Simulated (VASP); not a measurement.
Cd:

```
Cd
1.0
     2.97887    0.00000    0.00000
    -1.48944    2.57978    0.00000
     0.00000    0.00000    5.61765
Cd
2
Direct
  0.33333 0.66667 0.25000
  0.66667 0.33333 0.75000
```

Program: VASP 6.6.1. Alike in all runs: no spin polarisation; cell as given; k mesh 16 × 16 × 7; cutoff (eV) 520; smearing fermi-dirac 0.05 eV.

**Question.** Order these runs on this cell by their pressure, lowest first.
A. level PBEsol; potentials or basis VASP PAW PBE potentials, release 64 (Cd)
B. level LDA; potentials or basis VASP PAW LDA potentials, release 64 (Cd)
C. level PBE; potentials or basis VASP PAW PBE potentials, release 64 (Cd)

**Answer.** B (-3.9 GPa), A (-1.2 GPa), C (3.2 GPa).

Caveats: the PAW data sets were made with another functional, which shifts forces and pressure a little (some runs).
